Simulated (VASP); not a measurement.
Set up this calculation in VASP 6.6.1, as the native input.

```yaml
Task: single point
Functional: PBE
Potentials_or_basis: VASP PAW PBE potentials, release 64 (Be, Zn, Te)
Cutoff: 520 eV
k_mesh: 4 × 4 × 4
Occupations: gaussian, width 0.1 eV
Spin: no spin polarisation
Dipole_correction: no
Further_INCAR_settings: ALGO = Fast; EDIFF = 1e-07; NBANDS = 22
```

The structure of Be4ZnTe lies in POSCAR:

```
Be4ZnTe
1.0
    0.0000000000      3.3770227382      3.3770227382
    3.3770227382      0.0000000000      3.3770227382
    3.3770227382      3.3770227382      0.0000000000
Be Zn Te
4 1 1
Direct
    0.3780014403      0.3780014403      0.8659956790
    0.8659956790      0.3780014403      0.3780014403
    0.3780014403      0.3780014403      0.3780014403
    0.3780014403      0.8659956790      0.3780014403
    0.7500000000      0.7500000000      0.7500000000
    0.0000000000      0.0000000000      0.0000000000
```

The cell was generated, and may not be a known phase.

The input as run:

INCAR

```
SYSTEM = Be4ZnTe
PREC = Accurate
ENCUT = 520
EDIFF = 1E-7
ISMEAR = 0
SIGMA = 0.1
LREAL = .False.
LASPH = .True.
NELM = 80
ALGO = Fast
ISIF = 2
LWAVE = .False.
LCHARG = .False.
GGA = PE
NBANDS = 22
```

KPOINTS

```
Automatic mesh
0
Gamma
  4 4 4
  0 0 0
```

Potentials or basis: VASP PAW PBE potentials, release 64 (Be, Zn, Te).

Launch:

```bash
$ cat potpaw_PBE.64/Be/POTCAR potpaw_PBE.64/Zn/POTCAR potpaw_PBE.64/Te/POTCAR > POTCAR
$ mpirun -np 1 vasp_std > vasp.out
```

It gave:

| Quantity | Value |
| --- | --- |
| Pressure | 0.1 GPa |
| Largest force | 0.007 eV/Å |
| Band gap on the k mesh | zero (bands 13 and 14 overlap by 3.81 eV) |

Caveat: the k points lie up to 0.40 Å⁻¹ apart, too coarse for converged energies and pressures of a metal; spin-orbit coupling is left out, which moves the levels of the heavy elements.

It took 13 s on 1 thread of Intel(R) Xeon(R) 6975P-C (Granite Rapids), on a shared host, peak memory 0.19 GiB.
